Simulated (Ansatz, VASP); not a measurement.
# LaAs in VASP and in Ansatz

```
CELL_PARAMETERS angstrom
0.00000 3.07550 3.07550
3.07550 0.00000 3.07550
3.07550 3.07550 0.00000
ATOMIC_POSITIONS crystal
La 0.50000 0.50000 0.50000
As 0.00000 0.00000 0.00000
```

Alike in both runs: task single point; functional PBEsol; k mesh 10 × 10 × 10; occupations fermi-dirac, width 0.05 eV; no spin polarisation.

|  | VASP | Ansatz |
| --- | --- | --- |
| version | VASP 6.6.1 | Ansatz 0.2.0 |
| potentials or method | VASP PAW PBE potentials, release 64 (La, As), cutoff 520 eV | all-electron LAPW, scalar-relativistic |

```csv
,VASP,Ansatz,Ansatz less VASP
pressure (GPa),-1.3,-1.3,+0.01
```

VASP's potentials were made for PBE, not for PBEsol. Ansatz ran all-electron here, and VASP with PAW potentials.

Spin-orbit coupling is off throughout.
